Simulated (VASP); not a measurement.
# CuI (Cmcm) in VASP: settings compared, part 2 of 2

VASP 6.6.1.

## Step 4: Single point, PBEsol

Contents of INCAR:

```
SYSTEM = CuI
PREC     = Accurate       ! precision mode
ENCUT    = 520            ! plane-wave cutoff, eV
EDIFF    = 1E-7           ! SCF threshold, eV
ISMEAR   = 1              ! smearing method
SIGMA    = 0.01           ! smearing width, eV
LREAL    = .FALSE.        ! projectors in reciprocal space
LASPH    = .TRUE.         ! aspherical terms in the spheres
NELM     = 60             ! most SCF steps
ALGO     = Normal         ! electronic algorithm
ISIF     = 2              ! what is computed and relaxed
LWAVE    = .FALSE.        ! write WAVECAR
LCHARG   = .FALSE.        ! write CHGCAR
GGA      = PS             ! functional
NBANDS   = 26             ! bands
```

Contents of KPOINTS:

```
regular mesh
0
G
  4 4 4
  0 0 0
```

Contents of POSCAR:

```
CuI
1.0
    5.2639060000      0.0000000000      0.0000000000
    0.0312272766      5.2638133738      0.0000000000
    0.0000000000      0.0000000000      4.3069980000
Cu I
2 2
Direct
    0.4204390000      0.5795610000      0.7500000000
    0.5795610000      0.4204390000      0.2500000000
    0.7700430000      0.2299570000      0.7500000000
    0.2299570000      0.7700430000      0.2500000000
```

Potentials or basis: VASP PAW PBE potentials, release 64 (Cu, I).

Command:

```
cat potpaw_PBE.64/Cu/POTCAR potpaw_PBE.64/I/POTCAR > POTCAR
mpirun -np 1 vasp_std > vasp.out
```

OUTCAR:

```text
SYSTEM = CuI
   PREC = Accurate
   ENCUT = 520
   EDIFF = 1E-7
   ISMEAR = 1
   LREAL = .FALSE.
   LASPH = .TRUE.
   NELM = 60
   ISIF = 2
   GGA = PS

 ion  position               nearest neighbor table
   1  0.420  0.580  0.750-   2 2.46   2 2.46   4 2.58   4 2.58   3 2.59
   2  0.580  0.420  0.250-   1 2.46   1 2.46   3 2.58   3 2.58   4 2.59
   3  0.770  0.230  0.750-   2 2.58   2 2.58   1 2.59
   4  0.230  0.770  0.250-   1 2.58   1 2.58   2 2.59

  LATTYP: Found a base centered orthorhombic cell.
 ALAT       =     7.4221733917
 B/A-ratio  =     1.0059500405
 C/A-ratio  =     0.5802879794

  Lattice vectors:

 A1 = (  -0.0312272766,  -5.2638133738,   0.0000000000)
 A2 = (   5.2639060000,   0.0000000000,   0.0000000000)
 A3 = (   0.0000000000,   0.0000000000,   4.3069980000)

Analysis of symmetry for initial positions (statically):
=====================================================================
 Subroutine PRICEL returns:
 Original cell was already a primitive cell.

 Routine SETGRP: Setting up the symmetry group for a
 base centered orthorhombic supercell.

[... 167 lines left out ...]

 E-fermi :   3.7652     XC(G=0):  -8.7812

 val. band max:        3.7187117940   @ k =   0.0000   0.0000   0.0000
 cond. band min:       4.6577022464   @ k =   0.0000   0.0000   0.0000
 fundamental gap:      0.9389904524
 Fermi energy:         3.7652028863

 k-point     1 :       0.0000    0.0000    0.0000
  band No.  band energies     occupation
      1     -10.1547      2.00000
      2      -9.4092      2.00000
      3      -1.8627      2.00000
      4      -0.5248      2.00000
      5      -0.3054      2.00000
      6      -0.2303      2.00000
[... 598 lines left out ...]
     25      11.7790      0.00000
     26      11.7790      0.00000

------------------------ aborting loop because EDIFF is reached ----------------------------------------

  FORCE on cell =-STRESS in cart. coord.  units (eV):
  Direction    XX          YY          ZZ          XY          YZ          ZX
  --------------------------------------------------------------------------------------
  -------------------------------------------------------------------------------------
  Total       -0.6727178     -0.6768287     -1.1617799      0.3464766      0.0000000      0.0000000
  in kB       -9.0315068     -9.0866974    -15.5973620      4.6515878      0.0000000      0.0000000
  external PRESSURE =     -11.2385220 kB  Pullay stress =       0.0000000 kB

 VOLUME and BASIS-vectors are now :
 -----------------------------------------------------------------------------
  energy-cutoff  :      520.00
  volume of cell :      119.34
      direct lattice vectors                 reciprocal lattice vectors
     5.263906000  0.000000000  0.000000000     0.189972997 -0.001127004  0.000000000
     0.031227277  5.263813374  0.000000000     0.000000000  0.189976340  0.000000000
     0.000000000  0.000000000  4.306998000     0.000000000  0.000000000  0.232180280

 POSITION                                       TOTAL-FORCE (eV/Angst)
 -----------------------------------------------------------------------------------
      2.23125      3.05070      3.23025        -0.018375      0.018484      0.000000
      3.06388      2.21311      1.07675         0.018375     -0.018484      0.000000
      4.06061      1.21045      3.23025        -0.103872      0.104490     -0.000000
      1.23452      4.05336      1.07675         0.103872     -0.104490     -0.000000
 -----------------------------------------------------------------------------------
    total drift:                                0.000000     -0.000000      0.000000

  FREE ENERGIE OF THE ION-ELECTRON SYSTEM (eV)
  ---------------------------------------------------
  free  energy   TOTEN  =       -12.3197798708 eV

  energy  without entropy=      -12.3197798708  energy(sigma->0) =      -12.31977987
```

OSZICAR:

```text
N       E                     dE             d eps       ncg     rms          rms(c)
DAV:   1     0.265892961059E+03    0.26589E+03   -0.14733E+04  1092   0.145E+03
DAV:   2     0.134690486104E+02   -0.25242E+03   -0.23830E+03  1098   0.301E+02
DAV:   3    -0.118479063170E+02   -0.25317E+02   -0.24766E+02  1476   0.118E+02
[... 11 lines left out ...]
DAV:  15    -0.123197803598E+02   -0.14780E-05   -0.54587E-06  1456   0.367E-02    0.111E-02
DAV:  16    -0.123197801960E+02    0.16382E-06   -0.99455E-07  1756   0.114E-02    0.899E-03
DAV:  17    -0.123197799480E+02    0.24800E-06   -0.15612E-07   658   0.889E-03    0.191E-03
DAV:  18    -0.123197798282E+02    0.11985E-06   -0.27457E-07  1026   0.913E-03    0.338E-03
DAV:  19    -0.123197798708E+02   -0.42625E-07   -0.84088E-08   594   0.448E-03
   1 F= -.12319780E+02 E0= -.12319780E+02  d E =0.763634E-12
```

Run time: 1.9 min. Hardware: 1 thread of AMD EPYC, shared host; peak memory 0.22 GiB.

What came out:

* Free energy: -12.3198 eV
* Pressure: -1.1 GPa
* Largest force: 0.147 eV/Å
* Band gap on the k mesh: 0.94 eV, direct

Forces in eV/Å, atoms in the order of the input:
```
Cu  -0.018  0.018  0.000
Cu   0.018 -0.018  0.000
I   -0.104  0.104  0.000
I    0.104 -0.104  0.000
```

Levels at points of the mesh, in eV from the valence-band top:
| k point | band 15 | band 16 | band 17 | band 18 | band 19 | band 20 | band 21 | band 22 |
| --- | --- | --- | --- | --- | --- | --- | --- | --- |
| (0.00, 0.00, 0.00) | -1.81 | -1.49 | -0.93 | 0.00 | 0.94 | 1.65 | 2.38 | 4.56 |
| (0.50, 0.00, 0.00) | -1.80 | -1.38 | -1.36 | -0.39 | 2.66 | 2.85 | 3.43 | 3.96 |
| (0.50, 0.50, 0.00) | -1.79 | -1.06 | -0.77 | -0.21 | 1.60 | 2.68 | 4.21 | 4.86 |
| (0.00, 0.00, 0.50) | -1.83 | -1.83 | -1.60 | -1.60 | 3.64 | 3.64 | 3.73 | 3.73 |
| (0.50, 0.00, 0.50) | -1.84 | -1.84 | -1.37 | -1.37 | 2.12 | 2.12 | 3.40 | 3.40 |
| (0.50, 0.50, 0.50) | -1.81 | -1.81 | -1.62 | -1.62 | 3.96 | 3.96 | 4.48 | 4.48 |

Caveat: the PAW data sets were made with another functional, which shifts forces and pressure a little; spin-orbit coupling is left out, which moves the levels of the heavy elements.

## Step 5: Overview

| level | potentials or basis | gap on the mesh (eV) | pressure (GPa) | largest force (eV/Å) |
| --- | --- | --- | --- | --- |
| LDA | VASP PAW LDA potentials, release 64 (Cu, I) | 0.89 | -2.8 | 0.37 |
| BLYP | VASP PAW PBE potentials, release 64 (Cu, I) | 1.08 | 4.4 | 0.55 |
| PBEsol | VASP PAW PBE potentials, release 64 (Cu, I) | 0.94 | -1.1 | 0.15 |

Alike in all rows: task single point; no spin polarisation; cell as given; k mesh 4 × 4 × 4; cutoff (eV) 520; smearing methfessel-paxton 0.01 eV.

Caveats: spin-orbit coupling is left out, which moves the levels of the heavy elements; the PAW data sets were made with another functional, which shifts forces and pressure a little (some runs).

Absolute energies hang on the potentials; compare differences alone.
